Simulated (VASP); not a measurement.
The system is GaN.

```
CELL_PARAMETERS angstrom
3.18000 0.00000 0.00000
-1.59000 2.75396 0.00000
0.00000 0.00000 5.16600
ATOMIC_POSITIONS crystal
Ga 0.66667 0.33333 0.50000
Ga 0.33333 0.66667 0.00000
N 0.66667 0.33333 0.87500
N 0.33333 0.66667 0.37500
```

Program: VASP 6.6.1. Alike in all runs: no spin polarisation; cell as given.

Q: Order these runs on this cell by their band gap on the k mesh, lowest first.
A. level PBEsol; potentials or basis VASP PAW PBE potentials, release 64 (Ga_d, N); k mesh 10 × 10 × 5; cutoff (eV) 520; smearing gaussian 0.01 eV
B. level PBE0; potentials or basis VASP PAW PBE potentials, release 64 (Ga_d, N); k mesh 5 × 5 × 3; cutoff (eV) 520; smearing fermi-dirac 0.05 eV; grid for exact exchange (PRECFOCK) Normal; share of exact exchange 0.25
C. level r2SCAN+D3(BJ); potentials or basis VASP PAW PBE potentials, release 64 (Ga_d, N_h); k mesh 10 × 10 × 5; cutoff (eV) 1460; smearing fermi-dirac 0.05 eV
D. level r2SCAN-based global hybrid with 35 % exact exchange; potentials or basis VASP PAW PBE potentials, release 64 (Ga_d, N); k mesh 6 × 6 × 3; cutoff (eV) 520; smearing fermi-dirac 0.05 eV; grid for exact exchange (PRECFOCK) Normal; share of exact exchange 0.35

A: A (1.93 eV), C (2.37 eV), B (4.00 eV), D (5.03 eV).

Caveats: some runs use coarse meshes; the cell stands under tension (at least some runs).
